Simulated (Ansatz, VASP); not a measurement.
Given: the input of a run of Ansatz 0.2.0 on SnSe.

Contents of input.yaml:

```yaml
crystal:
  lattice:
    - [0.0, 3.01, 3.01]
    - [3.01, 0.0, 3.01]
    - [3.01, 3.01, 0.0]
  atoms:
    - { symbol: Sn, position: [0.0, 0.0, 0.0] }
    - { symbol: Se, position: [0.5, 0.5, 0.5] }
kpoints:
  mp_grid: { grid: [8, 8, 8] }
scf:
  occupations: { method: fermi_dirac, width: 0.05 }
hamiltonian:
  xc: pbesol
  pseudopotentials: { kind: all_electron, lapw: { basis_error: 0.001 } }
output:
  forces: true
  stress: true
relax:
  f_tol: 0.02
  max_steps: 60
  cell: {}
```

Potentials or basis: all-electron LAPW, scalar-relativistic.

The run is started by

```bash
$ ansatz run input.yaml --threads 1 --pin off --max-ram 3072MiB --backend cpu --events-out ev --progress --plain --runs-dir out
```

Question: Set up the same calculation for VASP 6.6.1. Potentials there: VASP PAW PBE potentials, release 64 (Sn_d, Se).

Answer: As run (the cutoff follows the program's own potentials):

The input INCAR:

```
ALGO     = Normal         # electronic algorithm
EDIFF    = 1E-6           # SCF threshold, eV
EDIFFG   = -0.02          # ionic threshold
ENCUT    = 600            # plane-wave cutoff, eV
GGA      = PS             # functional
IBRION   = 2              # ionic algorithm
ISIF     = 3              # what is computed and relaxed
ISMEAR   = -1             # smearing method
LASPH    = True           # aspherical terms in the spheres
LCHARG   = False          # write CHGCAR
LREAL    = False          # projectors in reciprocal space
LWAVE    = False          # write WAVECAR
NELM     = 60             # most SCF steps
NSW      = 80             # ionic steps
PREC     = Accurate       # precision mode
SIGMA    = 0.05           # smearing width, eV
```

KPOINTS

```
k-points
0
Gamma
  8 8 8
```

POSCAR

```
SnSe
1.0
    0.0000000000      3.0100000000      3.0100000000
    3.0100000000      0.0000000000      3.0100000000
    3.0100000000      3.0100000000      0.0000000000
Sn Se
1 1
Direct
    0.0000000000      0.0000000000      0.0000000000
    0.5000000000      0.5000000000      0.5000000000
```

Potentials or basis: VASP PAW PBE potentials, release 64 (Sn_d, Se).

Run with:

```sh
$ cat potpaw_PBE.64/Sn_d/POTCAR potpaw_PBE.64/Se/POTCAR > POTCAR
$ mpirun -np 1 vasp_std > vasp.out
```

Both were run:

|  | VASP | Ansatz | Ansatz less VASP |
| --- | --- | --- | --- |
| relaxed volume (Å³/atom) | 26.30 | 26.27 | -0.025 |
| relaxed cell length with the largest relative difference (Å) | 4.206 | 4.204 | -0.0014 |

VASP's potentials were made for PBE, not for PBEsol. Ansatz ran all-electron here, and VASP with PAW potentials.
